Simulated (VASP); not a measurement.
# Ag (Fm-3m) in VASP: further runs

The runs below take Ag through single point, relaxation of cell and atoms, with BLYP.

All numbers are computed with VASP 6.6.1; they aren't measurements. Logs are shortened: lines on timing, memory, paths and dates and some standing lists are left out, and cuts for length are marked.

## 1. The cell of the first run

The structure is cubic, space group Fm-3m (No. 225). The conventional cell has a = 4.258 Å, b = 4.258 Å, c = 4.258 Å, α = 90.00°, β = 90.00°, γ = 90.00°. Within 4.0 Å of Ag (site symmetry m-3m) lie 12 Ag at 3.01 Å.

## 2. Single point, BLYP

Contents of INCAR:

```
  AGGAC = 1.0
  AGGAX = 1.0
  ALDAC = 0.0
  ALDAX = 1.0
  ALGO = Normal
  EDIFF = 1E-6
  ENCUT = 520
  GGA = B5
  ISIF = 2
  ISMEAR = -1
  LASPH = T
  LCHARG = F
  LREAL = F
  LWAVE = F
  NBANDS = 12
  NELM = 60
  PREC = Accurate
  SIGMA = 0.1
```

Contents of KPOINTS:

```
k-points
0
Gamma
  13 13 13
```

Contents of POSCAR:

```
Ag
1.0
    0.0000000000      2.1289762522      2.1289762522
    2.1289762522      0.0000000000      2.1289762522
    2.1289762522      2.1289762522      0.0000000000
Ag
1
Direct
    0.0000000000      0.0000000000      0.0000000000
```

Potentials or basis: VASP PAW PBE potentials, release 64 (Ag).

Run with:

```
> cat potpaw_PBE.64/Ag/POTCAR > POTCAR
> mpirun -np 1 vasp_std > vasp.out
```

OUTCAR:

```text
EDIFF = 1E-6
   ENCUT = 520
   GGA = B5
   ISIF = 2
   ISMEAR = -1
   LASPH = T
   LREAL = F
   NELM = 60
   PREC = Accurate

 ion  position               nearest neighbor table
   1  0.000  0.000  0.000-

  LATTYP: Found a face centered cubic cell.
 ALAT       =     4.2579525044

  Lattice vectors:

 A1 = (   0.0000000000,   2.1289762522,   2.1289762522)
 A2 = (   2.1289762522,   0.0000000000,   2.1289762522)
 A3 = (   2.1289762522,   2.1289762522,   0.0000000000)

Analysis of symmetry for initial positions (statically):
=====================================================================
 Subroutine PRICEL returns:
 Original cell was already a primitive cell.

 Routine SETGRP: Setting up the symmetry group for a
 face centered cubic supercell.

 Subroutine GETGRP returns: Found 48 space group operations
 (whereof 48 operations were pure point group operations)
 out of a pool of 48 trial point group operations.

The static configuration has the point symmetry O_h .

Analysis of symmetry for dynamics (positions and initial velocities):
=====================================================================
 Subroutine PRICEL returns:
 Original cell was already a primitive cell.

 Routine SETGRP: Setting up the symmetry group for a
 face centered cubic supercell.

 Subroutine GETGRP returns: Found 48 space group operations
 (whereof 48 operations were pure point group operations)
 out of a pool of 48 trial point group operations.

The dynamic configuration has the point symmetry O_h .

 Subroutine INISYM returns: Found 48 space group operations
 (whereof 48 operations are pure point group operations),
 and found     1 'primitive' translations

----------------------------------------------------------------------------------------

                                     Primitive cell

  volume of cell :      19.2993

  direct lattice vectors                    reciprocal lattice vectors
     0.000000000  2.128976252  2.128976252    -0.234854663  0.234854663  0.234854663
     2.128976252  0.000000000  2.128976252     0.234854663 -0.234854663  0.234854663
     2.128976252  2.128976252  0.000000000     0.234854663  0.234854663 -0.234854663

  length of vectors
     3.010827090  3.010827090  3.010827090     0.406780209  0.406780209  0.406780209

  position of ions in fractional coordinates (direct lattice)
     0.000000000  0.000000000  0.000000000

  ion indices of the primitive-cell ions
   primitive index   ion index
                 1           1

----------------------------------------------------------------------------------------

 KPOINTS: k-points

Automatic generation of k-mesh.
 Grid dimensions read from file:
 generate k-points for:   13   13   13

 Generating k-lattice:

  Cartesian coordinates                     Fractional coordinates (reciprocal lattice)
    -0.018065743  0.018065743  0.018065743     0.076923077  0.000000000  0.000000000
     0.018065743 -0.018065743  0.018065743     0.000000000  0.076923077  0.000000000
     0.018065743  0.018065743 -0.018065743     0.000000000  0.000000000  0.076923077

  Length of vectors
     0.031290785  0.031290785  0.031290785

  Shift w.r.t. Gamma in fractional coordinates (k-lattice)
     0.000000000  0.000000000  0.000000000

 Subroutine IBZKPT returns following result:
 ===========================================

 Found     84 irreducible k-points:

 Following reciprocal coordinates:
            Coordinates               Weight
  0.000000  0.000000  0.000000      1.000000
  0.076923  0.000000  0.000000      8.000000
  0.153846  0.000000  0.000000      8.000000
  0.230769  0.000000  0.000000      8.000000
  0.307692  0.000000  0.000000      8.000000
  0.384615  0.000000  0.000000      8.000000
[... 16 lines left out ...]
  0.384615  0.153846  0.000000     24.000000
  0.461538  0.153846  0.000000     24.000000
 [... further k-points ...]
   k-points           NKPTS =     84   k-points in BZ     NKDIM =     84   number of bands    NBANDS=     12
   number of dos      NEDOS =    301   number of ions     NIONS =      1
   total plane-waves  NPLWV =  13824
   dimension x,y,z NGX =    24 NGY =   24 NGZ =   24
   dimension x,y,z NGXF=    48 NGYF=   48 NGZF=   48
   ions per type =               1
   NGX,Y,Z   is equivalent  to a cutoff of  13.25, 13.25, 13.25 a.u.
   NGXF,Y,Z  is equivalent  to a cutoff of  26.50, 26.50, 26.50 a.u.
 SYSTEM =  unknown system
   PREC   = accura    normal or accurate (medium, high low for compatibility)
   ISTART =      0    job   : 0-new  1-cont  2-samecut
   ICHARG =      2    charge: 1-file 2-atom 10-const
   ISPIN  =      1    spin polarized calculation?
   LNONCOLLINEAR =      F non collinear calculations
   LSORBIT =      F    spin-orbit coupling
   LASPH  =      T    aspherical Exc in radial PAW
   ENCUT  =  520.0 eV  38.22 Ry    6.18 a.u.   5.60  5.60  5.60*2*pi/ulx,y,z
   NELM   =     60;   NELMIN=  2; NELMDL= -5     # of ELM steps
   EDIFF  = 0.1E-05   stopping-criterion for ELM
   LREAL  =      F    real-space projection
   EDIFFG = 0.1E-04   stopping-criterion for IOM
   NSW    =      0    number of steps for IOM
   IBRION =     -1    ionic relax: 0-MD 1-quasi-New 2-CG
   NFREE  =      0    steps in history (QN), initial steepest desc. (CG)
   ISIF   =      2    stress and relaxation
   ISYM   =      2    0-nonsym 1-usesym 2-fastsym
   POTIM  = 0.5000    time-step for ionic-motion
   TEBEG  =    0.0;   TEEND  =   0.0 temperature during run
   PSTRESS=    0.0 pullay stress
   NELECT =      11.0000    total number of electrons
   NUPDOWN=      -1.0000    fix difference up-down
   EMIN   =  10.00;   EMAX   =-10.00  energy-range for DOS
   EFERMI =   0.00;   METHOD = LEGACY
   ISMEAR =    -1;   SIGMA  =   0.10  broadening in eV -4-tet -1-fermi 0-gaus
   EFERMI_NEDOS =   21; number of points for ismear=-14 and -15
   IALGO  =     38    algorithm
   IMIX   =      4    mixing-type and parameters
     AMIX     =   0.40;   BMIX     =  1.00
     AMIX_MAG =   1.60;   BMIX_MAG =  1.00
  volume/ion in A,a.u.               =      19.30       130.24
  Fermi-wavevector in a.u.,A,eV,Ry     =   1.357349  2.565018 25.067329  1.842397
  Thomas-Fermi vector in A             =   2.484275
   LORBIT       =      0    0 simple, 1 ext, 2 COOP (PROOUT), +10 PAW based schemes
   GGA     = B5    functional components
   LHFCALC =     F    Hartree Fock is set to
   AEXX    =    0.0000 exact exchange contribution
   IVDW    =     0    specifies the selected vdW correction
   LEPSILON=     F    determine dielectric tensor
   LRPA    =     F    only Hartree local field effects (RPA)
 non-spin polarized calculation
  energy-cutoff  :      520.00
  volume of cell :       19.30
 maximum number of plane-waves:       533
   NGX = 11   NGY = 11   NGZ = 11

 number of electron      11.0000000 magnetization

 Free energy of the ion-electron system (eV)
  ---------------------------------------------------
  ext. energy  EPLUGINS =         0.00000000
  ---------------------------------------------------
  free energy    TOTEN  =        -2.09700053 eV

  energy without entropy =       -2.08653178  energy(sigma->0) =       -2.09176615

 E-fermi :   7.4922     XC(G=0): -10.9279

 val. band max:        7.4516095000   @ k =  -0.3077   0.2308   0.0000
 cond. band min:       7.5140931053   @ k =  -0.2308   0.3077   0.0769
 fundamental gap:      0.0624836053
 Fermi energy:         7.4922481120

 k-point     1 :       0.0000    0.0000    0.0000
  band No.  band energies     occupation
      1       0.4713      2.00000
      2       2.8345      2.00000
      3       2.8345      2.00000
      4       2.8345      2.00000
      5       3.6600      2.00000
      6       3.6600      2.00000
      7      23.3102      0.00000
      8      25.8804      0.00000
      9      25.8804      0.00000
     10      25.8804      0.00000
     11      30.9756      0.00000
     12      31.0001      0.00000

 k-point     2 :       0.0769    0.0000    0.0000
  band No.  band energies     occupation
      1       0.6380      2.00000
      2       2.8052      2.00000
      3       2.8757      2.00000
      4       2.8757      2.00000
      5       3.6463      2.00000
      6       3.6463      2.00000
      7      23.1789      0.00000
      8      24.5911      0.00000
      9      25.8713      0.00000
     10      25.8713      0.00000
     11      30.2301      0.00000
     12      30.8837      0.00000

 k-point     3 :       0.1538    0.0000    0.0000
  band No.  band energies     occupation
      1       1.0936      2.00000
      2       2.7742      2.00000
      3       2.9651      2.00000
      4       2.9651      2.00000
      5       3.6384      2.00000
      6       3.6384      2.00000
      7      21.2052      0.00000
      8      23.9999      0.00000
      9      25.7818      0.00000
     10      25.7818      0.00000
     11      29.2081      0.00000
     12      30.3768      0.00000

 k-point     4 :       0.2308    0.0000    0.0000
  band No.  band energies     occupation
      1       1.5869      2.00000
      2       3.0051      2.00000
      3       3.0051      2.00000
      4       3.0218      2.00000
      5       3.7268      2.00000
      6       3.7268      2.00000
      7      18.3363      0.00000
      8      23.8505      0.00000
      9      25.4661      0.00000
     10      25.4661      0.00000
     11      28.9738      0.00000
     12      29.5783      0.00000

 k-point     5 :       0.3077    0.0000    0.0000
  band No.  band energies     occupation
      1       1.7159      2.00000
      2       2.9545      2.00000
      3       2.9545      2.00000
      4       3.9321      2.00000
      5       3.9321      2.00000
      6       3.9755      2.00000
      7      15.4791      0.00000
      8      23.3935      0.00000
      9      24.8763      0.00000
     10      24.8763      0.00000
     11      29.0179      0.00000
     12      29.0179      0.00000

 k-point     6 :       0.3846    0.0000    0.0000
  band No.  band energies     occupation
      1       1.6526      2.00000
      2       2.8782      2.00000
      3       2.8782      2.00000
      4       4.1528      2.00000
      5       4.1528      2.00000
      6       5.4507      2.00000
      7      12.8189      0.00000
      8      22.9096      0.00000
      9      24.2352      0.00000
     10      24.2352      0.00000
     11      28.7652      0.00000
     12      28.7652      0.00000

 k-point     7 :       0.4615    0.0000    0.0000
  band No.  band energies     occupation
      1       1.5934      2.00000
      2       2.8289      2.00000
      3       2.8289      2.00000
      4       4.2906      2.00000
      5       4.2906      2.00000
      6       7.0306      1.98043
      7      10.6563      0.00000
      8      22.6268      0.00000
      9      23.8351      0.00000
     10      23.8351      0.00000
     11      28.6803      0.00000
     12      28.6803      0.00000

 k-point     8 :       0.0769    0.0769    0.0000
  band No.  band energies     occupation
      1       0.6941      2.00000
      2       2.7600      2.00000
      3       2.9084      2.00000
      4       2.9084      2.00000
      5       3.5869      2.00000
      6       3.6938      2.00000
      7      23.3056      0.00000
      8      25.1150      0.00000
      9      25.1150      0.00000
     10      25.2064      0.00000
     11      30.9570      0.00000
     12      30.9570      0.00000
[... 166 lines left out ...]
 k-point    20 :       0.1538    0.1538    0.0000
  band No.  band energies     occupation
      1       1.3096      2.00000
      2       2.5584      2.00000
      3       3.1228      2.00000
      4       3.1228      2.00000
      5       3.4372      2.00000
      6       3.7885      2.00000
      7      23.3016      0.00000
      8      23.3382      0.00000
      9      23.3382      0.00000
     10      24.1278      0.00000
     11      27.6674      0.00000
     12      31.5668      0.00000

 k-point    21 :       0.2308    0.1538    0.0000
  band No.  band energies     occupation
      1       1.7491      2.00000
      2       2.4555      2.00000
      3       3.1519      2.00000
      4       3.2438      2.00000
      5       3.6032      2.00000
      6       3.8721      2.00000
      7      20.6830      0.00000
      8      22.4603      0.00000
      9      23.4372      0.00000
     10      24.7674      0.00000
     11      26.2065      0.00000
     12      31.5878      0.00000

 k-point    22 :       0.3077    0.1538    0.0000
  band No.  band energies     occupation
      1       2.0176      2.00000
      2       2.5869      2.00000
      3       3.0177      2.00000
      4       3.2705      2.00000
      5       4.0353      2.00000
      6       4.2892      2.00000
      7      17.7779      0.00000
      8      21.8329      0.00000
      9      23.0218      0.00000
     10      23.9073      0.00000
     11      27.4954      0.00000
     12      31.2952      0.00000

 k-point    23 :       0.3846    0.1538    0.0000
  band No.  band energies     occupation
      1       1.9660      2.00000
      2       2.7886      2.00000
      3       3.0763      2.00000
      4       3.2149      2.00000
      5       4.2217      2.00000
      6       5.4603      2.00000
      7      14.9722      0.00000
      8      21.5089      0.00000
      9      21.9472      0.00000
     10      23.3168      0.00000
     11      29.7125      0.00000
     12      31.0363      0.00000

 k-point    24 :       0.4615    0.1538    0.0000
  band No.  band energies     occupation
      1       1.8980      2.00000
      2       2.7058      2.00000
      3       3.1402      2.00000
      4       3.4062      2.00000
      5       4.3270      2.00000
      6       7.0346      1.97963
      7      12.4008      0.00000
      8      20.8176      0.00000
      9      21.5650      0.00000
     10      23.0515      0.00000
     11      30.8113      0.00000
     12      30.8186      0.00000

 [... further k-points ...]
[... 5 lines left out ...]
  --------------------------------------------------------------------------------------
  -------------------------------------------------------------------------------------
  Total        0.0080840      0.0080840      0.0080840      0.0000000      0.0000000     -0.0000000
  in kB        0.6711137      0.6711137      0.6711137      0.0000000      0.0000000     -0.0000000
  external PRESSURE =       0.6711137 kB  Pullay stress =       0.0000000 kB

 VOLUME and BASIS-vectors are now :
 -----------------------------------------------------------------------------
  energy-cutoff  :      520.00
  volume of cell :       19.30
      direct lattice vectors                 reciprocal lattice vectors
     0.000000000  2.128976252  2.128976252    -0.234854663  0.234854663  0.234854663
     2.128976252  0.000000000  2.128976252     0.234854663 -0.234854663  0.234854663
     2.128976252  2.128976252  0.000000000     0.234854663  0.234854663 -0.234854663

 POSITION                                       TOTAL-FORCE (eV/Angst)
 -----------------------------------------------------------------------------------
      0.00000      0.00000      0.00000         0.000000      0.000000     -0.000000
 -----------------------------------------------------------------------------------
    total drift:                               -0.000000      0.000000     -0.000000

  FREE ENERGIE OF THE ION-ELECTRON SYSTEM (eV)
  ---------------------------------------------------
  free  energy   TOTEN  =        -2.0970005250 eV

  energy  without entropy=       -2.0865317794  energy(sigma->0) =       -2.09176615
```

Wall time 16 s (1 thread of Intel Xeon Platinum 8488C (Sapphire Rapids), shared host); peak memory 0.14 GiB.

What came out:

```
Free energy : -2.0970 eV
Pressure    : 0.1 GPa
```

Caveat: the PAW data sets were made with another functional, which shifts forces and pressure a little.

## 3. Relaxation of cell and atoms, BLYP

This run uses another cell than the first one, of 17.06 Å³/atom, 0.884 times its volume.

Contents of INCAR:

```
SYSTEM = Ag
PREC = Accurate
ENCUT = 600
EDIFF = 1E-6
ISMEAR = -1
SIGMA = 0.1
LREAL = .False.
LASPH = .True.
NELM = 100
ALGO = Normal
ISIF = 3
LWAVE = .False.
LCHARG = .False.
GGA = B5
ALDAX = 1.0
AGGAX = 1.0
AGGAC = 1.0
ALDAC = 0.0
IBRION = 2
NSW = 80
EDIFFG = -0.01
```

Contents of KPOINTS:

```
regular mesh
0
Gamma
  13 13 13
  0 0 0
```

Contents of POSCAR:

```
Ag
1.0
    0.0000000000      2.0431000000      2.0431000000
    2.0431000000      0.0000000000      2.0431000000
    2.0431000000      2.0431000000      0.0000000000
Ag
1
Direct
    0.0000000000      0.0000000000      0.0000000000
```

Potentials or basis: VASP PAW PBE potentials, release 64 (Ag).

Run with:

```
> cat potpaw_PBE.64/Ag/POTCAR > POTCAR
> mpirun -np 1 vasp_std > vasp.out
```

Wall time 39 s (1 thread of Intel Xeon Platinum 8488C (Sapphire Rapids), shared host); peak memory 0.15 GiB.

The run converged. Its results:

```
Free energy                            : -2.0952 eV
Relaxed volume                         : 19.30 Å³/atom
Relaxed cell                           : a = 3.011 Å, b = 3.011 Å, c = 3.011 Å, α = 60.00°, β = 60.00°, γ = 60.00°
Space group after relaxing (to 0.05 Å) : Fm-3m (No. 225)
Energy gained by relaxing              : 74.9 meV/atom
Ionic steps                            : 3
Pressure after relaxing                : 0.0 GPa
```

Step by step:
| step | energy change (eV) | largest force (eV/Å) | pressure (GPa) | volume (Å³) |
| --- | --- | --- | --- | --- |
| 1 | 0.0000 | 0.0000 | 12.20 | 17.06 |
| 2 | -0.0620 | 0.0000 | -3.37 | 20.47 |
| 3 | -0.0749 | 0.0000 | 0.04 | 19.30 |

Final structure:
```yaml
crystal:
  lattice:
    - [0.00000, 2.12901, 2.12901]
    - [2.12901, 0.00000, 2.12901]
    - [2.12901, 2.12901, 0.00000]
  atoms:
    - { symbol: Ag, position: [0.00000, 0.00000, 0.00000] }
```

Levels at points of the mesh, in eV from the Fermi level:
| k point | band 4 | band 5 | band 6 | band 7 | band 8 | band 9 |
| --- | --- | --- | --- | --- | --- | --- |
| (0.00, 0.00, 0.00) | -4.66 | -3.83 | -3.83 | 15.82 | 18.39 | 18.39 |

Caveat: the PAW data sets were made with another functional, which shifts forces and pressure a little; the volume moved by +13 % from the deposited cell, more than functionals usually miss. BLYP gives volumes clearly too large for solids.

## 4. Single point, BLYP (volume scaled by 0.88)

Contents of INCAR:

```
PREC     = Accurate       # precision mode
ENCUT    = 520            # plane-wave cutoff, eV
EDIFF    = 1E-6           # SCF threshold, eV
ISMEAR   = -1             # smearing method
SIGMA    = 0.1            # smearing width, eV
LREAL    = F              # projectors in reciprocal space
LASPH    = T              # aspherical terms in the spheres
NELM     = 60             # most SCF steps
ALGO     = Normal         # electronic algorithm
ISIF     = 2              # what is computed and relaxed
LWAVE    = F              # write WAVECAR
LCHARG   = F              # write CHGCAR
GGA      = B5             # functional
ALDAX    = 1.0          
AGGAX    = 1.0          
AGGAC    = 1.0          
ALDAC    = 0.0          
NBANDS   = 12             # bands
```

Contents of KPOINTS:

```
regular mesh
0
Gamma
  21 21 21
```

Contents of POSCAR:

```
Ag
1.0
    0.0000000000      2.0401638180      2.0401638180
    2.0401638180      0.0000000000      2.0401638180
    2.0401638180      2.0401638180      0.0000000000
Ag
1
Direct
    0.0000000000      0.0000000000      0.0000000000
```

Run with:

```
> cat potpaw_PBE.64/Ag/POTCAR > POTCAR
> mpirun -np 1 vasp_std > vasp.out
```

It took 35 s on 1 thread of Intel Xeon Platinum 8488C (Sapphire Rapids), shared host; peak memory 0.18 GiB.

Results (log left out):

```yaml
Free_energy: -2.0144 eV
Pressure: 12.9 GPa
```

Levels at points of the mesh, in eV from the Fermi level:
```tsv
k point	band 3	band 4	band 5	band 6	band 7	band 8	band 9	band 10
(0.00, 0.00, 0.00)	-5.01	-5.01	-3.97	-3.97	16.21	19.58	19.58	19.58
```

Caveat: the cell differs from its parent crystal (volume scaled by 0.88); the PAW data sets were made with another functional, which shifts forces and pressure a little.

## 5. Summary

| task | cell | k mesh | cutoff (eV) | gap on the mesh (eV) | pressure (GPa) |
| --- | --- | --- | --- | --- | --- |
| single point | a = 3.011 Å, angles 60.0°, 1 atom | 13 × 13 × 13 | 520 | none | 0.1 |
| relaxation of cell and atoms | relaxed from a = 2.889 Å, angles 60.0°, 1 atom | 13 × 13 × 13 | 600 | none | 0.0 |
| single point | a = 2.885 Å, angles 60.0°, 1 atom | 21 × 21 × 21 | 520 | none | 12.9 |

Alike in all rows: level BLYP; potentials or basis VASP PAW PBE potentials, release 64 (Ag); no spin polarisation; smearing fermi-dirac 0.1 eV.

Caveats: the PAW data sets were made with another functional, which shifts forces and pressure a little; the volume moved by +13 % from the deposited cell, more than functionals usually miss (some runs).

Absolute energies hang on the potentials; compare differences alone.
